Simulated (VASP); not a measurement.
# GdN (P4/nmm) in VASP: notebook

GdN is run at these levels: RPBE, PBE; tasks: single point.

All numbers are computed with VASP 6.6.1; they aren't measurements. Logs are shortened: lines on timing, memory, paths and dates and some standing lists are left out, and cuts for length are marked.

## (1) The cell of the first run

It takes space group P4/nmm (No. 129, tetragonal). The conventional cell has a = 4.294 Å, b = 4.294 Å, c = 3.567 Å, α = 90.00°, β = 90.00°, γ = 90.00°. Within 3.1 Å of Gd (site symmetry 4mm) lie 4 N at 2.32 Å. N (site symmetry -4m2) has 4 Gd at 2.32 Å and 4 N at 3.04 Å within 3.1 Å.

## (2) Single point, RPBE, collinear spin, antiferromagnetic start

The input, INCAR:

```
ALGO = Normal ; EDIFF = 1E-7
ENCUT = 520 ; GGA = RP
ISIF = 2 ; ISMEAR = 0
ISPIN = 2 ; LASPH = T
LCHARG = T ; LELF = T
LMAXMIX = 6 ; LORBIT = 11
LREAL = F ; LVHAR = T
LWAVE = F ; MAGMOM = 7 -7 0 0
NBANDS = 35 ; NELM = 150
PREC = Accurate ; SIGMA = 0.05
```

The input, KPOINTS:

```
k-points
0
Gamma
  8 8 10
```

The input, POSCAR:

```
GdN
1.0
    4.2935180624      0.0000000000      0.0000000000
    0.0000000000      4.2935180624      0.0000000000
    0.0000000000      0.0000000000      3.5672872151
Gd N
2 2
Direct
    0.5000000000      0.0000000000      0.2486793575
    0.0000000000      0.5000000000      0.7513208202
    0.0000000000      0.0000000000     -0.0000000888
    0.5000000000      0.5000000000     -0.0000000888
```

Potentials or basis: VASP PAW PBE potentials, release 64 (Gd, N).

Command:

```bash
cat potpaw_PBE.64/Gd/POTCAR potpaw_PBE.64/N/POTCAR > POTCAR
mpirun -np 1 vasp_std > vasp.out
```

OUTCAR:

```text
EDIFF = 1E-7
   ENCUT = 520
   GGA = RP
   ISIF = 2
   ISMEAR = 0
   ISPIN = 2
   LASPH = T
   LORBIT = 11
   LREAL = F
   NELM = 150
   PREC = Accurate

 ion  position               nearest neighbor table
   1  0.500  0.000  0.249-   3 2.32   4 2.32   4 2.32   3 2.32   2 3.52   2 3.52   2 3.52   2 3.52
                             2 3.53   2 3.53   2 3.53   2 3.53
   2  0.000  0.500  0.751-   3 2.32   4 2.32   3 2.32   4 2.32   1 3.52   1 3.52   1 3.52   1 3.52
                             1 3.53   1 3.53   1 3.53   1 3.53
   3  0.000  0.000  1.000-   2 2.32   2 2.32   1 2.32   1 2.32
   4  0.500  0.500  1.000-   2 2.32   2 2.32   1 2.32   1 2.32

  LATTYP: Found a simple tetragonal cell.
 ALAT       =     4.2935180624
 C/A-ratio  =     0.8308541302

  Lattice vectors:

 A1 = (   4.2935180624,   0.0000000000,   0.0000000000)
 A2 = (   0.0000000000,   4.2935180624,   0.0000000000)
 A3 = (   0.0000000000,   0.0000000000,   3.5672872151)

Analysis of symmetry for initial positions (statically):
=====================================================================
 Subroutine PRICEL returns:
 Original cell was already a primitive cell.

 Routine SETGRP: Setting up the symmetry group for a
 simple tetragonal supercell.

 Subroutine GETGRP returns: Found 16 space group operations
 (whereof  8 operations were pure point group operations)
 out of a pool of 16 trial point group operations.

The static configuration has the point symmetry D_2d.
 The point group associated with its full space group is D_4h.

Analysis of symmetry for dynamics (positions and initial velocities):
=====================================================================
 Subroutine PRICEL returns:
 Original cell was already a primitive cell.

 Routine SETGRP: Setting up the symmetry group for a
 simple tetragonal supercell.

 Subroutine GETGRP returns: Found 16 space group operations
 (whereof  8 operations were pure point group operations)
 out of a pool of 16 trial point group operations.

The dynamic configuration has the point symmetry D_2d.
 The point group associated with its full space group is D_4h.

Analysis of structural, dynamic, and magnetic symmetry:
=====================================================================
 Subroutine PRICEL returns:
 Original cell was already a primitive cell.

 Routine SETGRP: Setting up the symmetry group for a
 simple tetragonal supercell.

 Subroutine GETGRP returns: Found 16 space group operations
 (whereof  8 operations were pure point group operations)
 out of a pool of 16 trial point group operations.

The overall configuration has the point symmetry D_2d.
 The point group associated with its full space group is D_4h.

 Subroutine INISYM returns: Found 16 space group operations
 (whereof  8 operations are pure point group operations),
 and found     1 'primitive' translations

----------------------------------------------------------------------------------------

                                     Primitive cell

  volume of cell :      65.7604

  direct lattice vectors                    reciprocal lattice vectors
     4.293518062  0.000000000  0.000000000     0.232909233  0.000000000  0.000000000
     0.000000000  4.293518062  0.000000000     0.000000000  0.232909233  0.000000000
     0.000000000  0.000000000  3.567287215     0.000000000  0.000000000  0.280325059

  length of vectors
     4.293518062  4.293518062  3.567287215     0.232909233  0.232909233  0.280325059

  position of ions in fractional coordinates (direct lattice)
     0.500000000  0.000000000  0.248679358
     0.000000000  0.500000000  0.751320820
     0.000000000  0.000000000  0.999999911
     0.500000000  0.500000000  0.999999911

  ion indices of the primitive-cell ions
   primitive index   ion index
                 1           1
                 2           2
                 3           3
                 4           4

----------------------------------------------------------------------------------------

 KPOINTS: k-points

Automatic generation of k-mesh.
 Grid dimensions read from file:
 generate k-points for:    8    8   10

 Generating k-lattice:

  Cartesian coordinates                     Fractional coordinates (reciprocal lattice)
     0.029113654  0.000000000  0.000000000     0.125000000  0.000000000  0.000000000
     0.000000000  0.029113654  0.000000000     0.000000000  0.125000000  0.000000000
     0.000000000  0.000000000  0.028032506     0.000000000  0.000000000  0.100000000

  Length of vectors
     0.029113654  0.029113654  0.028032506

  Shift w.r.t. Gamma in fractional coordinates (k-lattice)
     0.000000000  0.000000000  0.000000000

 Subroutine IBZKPT returns following result:
 ===========================================

 Found     90 irreducible k-points:

 Following reciprocal coordinates:
            Coordinates               Weight
  0.000000  0.000000  0.000000      1.000000
  0.125000  0.000000  0.000000      4.000000
  0.250000  0.000000  0.000000      4.000000
  0.375000  0.000000  0.000000      4.000000
  0.500000  0.000000  0.000000      2.000000
  0.125000  0.125000  0.000000      4.000000
[... 16 lines left out ...]
  0.375000  0.125000  0.100000     16.000000
  0.500000  0.125000  0.100000      8.000000
 [... further k-points ...]
   k-points           NKPTS =     90   k-points in BZ     NKDIM =     90   number of bands    NBANDS=     35
   number of dos      NEDOS =    301   number of ions     NIONS =      4
   total plane-waves  NPLWV =  28672
   dimension x,y,z NGX =    32 NGY =   32 NGZ =   28
   dimension x,y,z NGXF=    64 NGYF=   64 NGZF=   56
   ions per type =               2   2
   NGX,Y,Z   is equivalent  to a cutoff of  12.39, 12.39, 13.05 a.u.
   NGXF,Y,Z  is equivalent  to a cutoff of  24.78, 24.78, 26.10 a.u.
 SYSTEM =  unknown system
   PREC   = accura    normal or accurate (medium, high low for compatibility)
   ISTART =      0    job   : 0-new  1-cont  2-samecut
   ICHARG =      2    charge: 1-file 2-atom 10-const
   ISPIN  =      2    spin polarized calculation?
   LNONCOLLINEAR =      F non collinear calculations
   LSORBIT =      F    spin-orbit coupling
   LASPH  =      T    aspherical Exc in radial PAW
   ENCUT  =  520.0 eV  38.22 Ry    6.18 a.u.   7.98  7.98  6.63*2*pi/ulx,y,z
   NELM   =    150;   NELMIN=  2; NELMDL= -5     # of ELM steps
   EDIFF  = 0.1E-06   stopping-criterion for ELM
   LREAL  =      F    real-space projection
   EDIFFG = 0.1E-05   stopping-criterion for IOM
   NSW    =      0    number of steps for IOM
   IBRION =     -1    ionic relax: 0-MD 1-quasi-New 2-CG
   NFREE  =      0    steps in history (QN), initial steepest desc. (CG)
   ISIF   =      2    stress and relaxation
   ISYM   =      2    0-nonsym 1-usesym 2-fastsym
   POTIM  = 0.5000    time-step for ionic-motion
   TEBEG  =    0.0;   TEEND  =   0.0 temperature during run
   PSTRESS=    0.0 pullay stress
   NELECT =      46.0000    total number of electrons
   NUPDOWN=      -1.0000    fix difference up-down
   EMIN   =  10.00;   EMAX   =-10.00  energy-range for DOS
   EFERMI =   0.00;   METHOD = LEGACY
   ISMEAR =     0;   SIGMA  =   0.05  broadening in eV -4-tet -1-fermi 0-gaus
   EFERMI_NEDOS =   21; number of points for ismear=-14 and -15
   IALGO  =     38    algorithm
   IMIX   =      4    mixing-type and parameters
     AMIX     =   0.40;   BMIX     =  1.00
     AMIX_MAG =   1.60;   BMIX_MAG =  1.00
  volume/ion in A,a.u.               =      16.44       110.94
  Fermi-wavevector in a.u.,A,eV,Ry     =   1.453246  2.746237 28.734481  2.111925
  Thomas-Fermi vector in A             =   2.570535
   LORBIT       =     11    0 simple, 1 ext, 2 COOP (PROOUT), +10 PAW based schemes
   GGA     = RP    functional components
   LHFCALC =     F    Hartree Fock is set to
   AEXX    =    0.0000 exact exchange contribution
   IVDW    =     0    specifies the selected vdW correction
   LEPSILON=     F    determine dielectric tensor
   LRPA    =     F    only Hartree local field effects (RPA)
 spin polarized calculation
 Gauss-broadening in eV      SIGMA  =   0.05
  energy-cutoff  :      520.00
  volume of cell :       65.76
 maximum number of plane-waves:      1800
 NGX is ok and might be reduce to    32
   NGX = 15   NGY = 15   NGZ = 13

 number of electron      45.9999980 magnetization       0.0000000

 Free energy of the ion-electron system (eV)
  ---------------------------------------------------
  ext. energy  EPLUGINS =         0.00000000
  ---------------------------------------------------
  free energy    TOTEN  =       -43.50221737 eV

  energy without entropy =      -43.50221737  energy(sigma->0) =      -43.50221737

 E-fermi :   4.0463     XC(G=0): -10.9989

 val. band max:        3.7935533735   @ k =   0.2500   0.2500   0.0000
 cond. band min:       4.7655643606   @ k =   0.0000   0.0000   0.0000
 fundamental gap:      0.9720109871
 Fermi energy:         4.0463360193

 spin component 1

 k-point     1 :       0.0000    0.0000    0.0000
  band No.  band energies     occupation
      1     -40.0210      1.00000
      2     -36.8657      1.00000
      3     -17.5077      1.00000
      4     -17.5077      1.00000
      5     -17.4969      1.00000
      6     -15.3127      1.00000
[... 27 lines left out ...]
     34       8.6515      0.00000
     35       8.6515      0.00000

 k-point     2 :       0.1250    0.0000    0.0000
  band No.  band energies     occupation
      1     -40.0204      1.00000
      2     -36.8653      1.00000
      3     -17.5423      1.00000
      4     -17.5002      1.00000
      5     -17.4871      1.00000
      6     -15.3745      1.00000
[... 27 lines left out ...]
     34       8.5138      0.00000
     35       8.5782      0.00000
[... 796 lines left out ...]
     34       7.6318      0.00000
     35       8.4297      0.00000

 k-point    24 :       0.5000    0.1250    0.1000
  band No.  band energies     occupation
      1     -40.0137      1.00000
      2     -36.8592      1.00000
      3     -17.7186      1.00000
      4     -17.5434      1.00000
      5     -17.4764      1.00000
      6     -15.6643      1.00000
[... 27 lines left out ...]
     34       7.4114      0.00000
     35       8.4879      0.00000

 [... further k-points ...]

 spin component 2

 k-point     1 :       0.0000    0.0000    0.0000
  band No.  band energies     occupation
      1     -40.0210      1.00000
      2     -36.8657      1.00000
      3     -17.5078      1.00000
      4     -17.5078      1.00000
      5     -17.4969      1.00000
      6     -15.3127      1.00000
[... 27 lines left out ...]
     34       8.6515      0.00000
     35       8.6515      0.00000

 k-point     2 :       0.1250    0.0000    0.0000
  band No.  band energies     occupation
      1     -40.0204      1.00000
      2     -36.8653      1.00000
      3     -17.5423      1.00000
      4     -17.5003      1.00000
      5     -17.4871      1.00000
      6     -15.3745      1.00000
[... 27 lines left out ...]
     34       8.5137      0.00000
     35       8.5782      0.00000
[... 796 lines left out ...]
     34       7.6318      0.00000
     35       8.4297      0.00000

 k-point    24 :       0.5000    0.1250    0.1000
  band No.  band energies     occupation
      1     -40.0137      1.00000
      2     -36.8591      1.00000
      3     -17.7186      1.00000
      4     -17.5434      1.00000
      5     -17.4764      1.00000
      6     -15.6643      1.00000
[... 27 lines left out ...]
     34       7.4114      0.00000
     35       8.4864      0.00000

 [... further k-points ...]
[... 5 lines left out ...]
  --------------------------------------------------------------------------------------
  -------------------------------------------------------------------------------------
  Total        1.4712860      1.4712860      1.0139823      0.0000000      0.0000000      0.0000000
  in kB       35.8461917     35.8461917     24.7045127      0.0000000      0.0000000      0.0000000
  external PRESSURE =      32.1322987 kB  Pullay stress =       0.0000000 kB

 VOLUME and BASIS-vectors are now :
 -----------------------------------------------------------------------------
  energy-cutoff  :      520.00
  volume of cell :       65.76
      direct lattice vectors                 reciprocal lattice vectors
     4.293518062  0.000000000  0.000000000     0.232909233  0.000000000  0.000000000
     0.000000000  4.293518062  0.000000000     0.000000000  0.232909233  0.000000000
     0.000000000  0.000000000  3.567287215     0.000000000  0.000000000  0.280325059

 POSITION                                       TOTAL-FORCE (eV/Angst)
 -----------------------------------------------------------------------------------
      2.14676      0.00000      0.88711         0.000000      0.000000      0.102852
      0.00000      2.14676      2.68018         0.000000      0.000000     -0.102852
      0.00000      0.00000      3.56729        -0.000000      0.000000      0.000000
      2.14676      2.14676      3.56729        -0.000000     -0.000000      0.000000
 -----------------------------------------------------------------------------------
    total drift:                                0.000000      0.000000     -0.000018

  FREE ENERGIE OF THE ION-ELECTRON SYSTEM (eV)
  ---------------------------------------------------
  free  energy   TOTEN  =       -43.5022173708 eV

  energy  without entropy=      -43.5022173708  energy(sigma->0) =      -43.50221737

 total charge

# of ion       s       p       d       f       tot
--------------------------------------------------
    1        2.038   5.636   0.598   7.046  15.319
    2        2.038   5.636   0.598   7.046  15.319
    3        1.271   2.388   0.000   0.000   3.659
    4        1.271   2.388   0.000   0.000   3.659
--------------------------------------------------
tot          6.618  16.049   1.197  14.092  37.955

 magnetization (x)

# of ion       s       p       d       f       tot
--------------------------------------------------
    1       -0.004  -0.086   0.057   6.766   6.734
    2        0.004   0.086  -0.057  -6.766  -6.734
    3        0.000   0.000   0.000   0.000   0.000
    4        0.000   0.000   0.000   0.000   0.000
--------------------------------------------------
tot          0.000   0.000   0.000   0.000   0.000
```

It took 48 min on 1 thread of Intel Xeon Platinum 8259CL at 2.50GHz (Skylake/Cascade Lake), shared host; peak memory 0.44 GiB.

What came out:

- Free energy: -43.5022 eV
- Pressure: 3.2 GPa
- Largest force: 0.103 eV/Å
- Band gap on the k mesh: 0.97 eV (least direct gap 1.21 eV)
- Net moment: 0.00 μB per cell
- Site moments: Gd +6.73, -6.73; N +0.00 μB
- Valence electrons inside the program's atomic spheres: Gd 15.32; N 3.66

Forces on the atoms (eV/Å):
```
Gd   0.000  0.000  0.103
Gd   0.000  0.000 -0.103
N    0.000  0.000  0.000
N    0.000  0.000  0.000
```

Stress tensor (GPa, compression positive):
```
3.58 0.00 0.00
0.00 3.58 0.00
0.00 0.00 2.47
```

Caveat: the cell stands under pressure; the antiferromagnetic order is the one typed at the start, and another may lie lower; the PAW data sets were made with another functional, which shifts forces and pressure a little; spin-orbit coupling is left out, which moves the levels of the heavy elements; semilocal functionals describe open f shells poorly, which spoils levels, moments and volumes. A k mesh can miss the band edges.

(Part 1 of 2 ends here.)
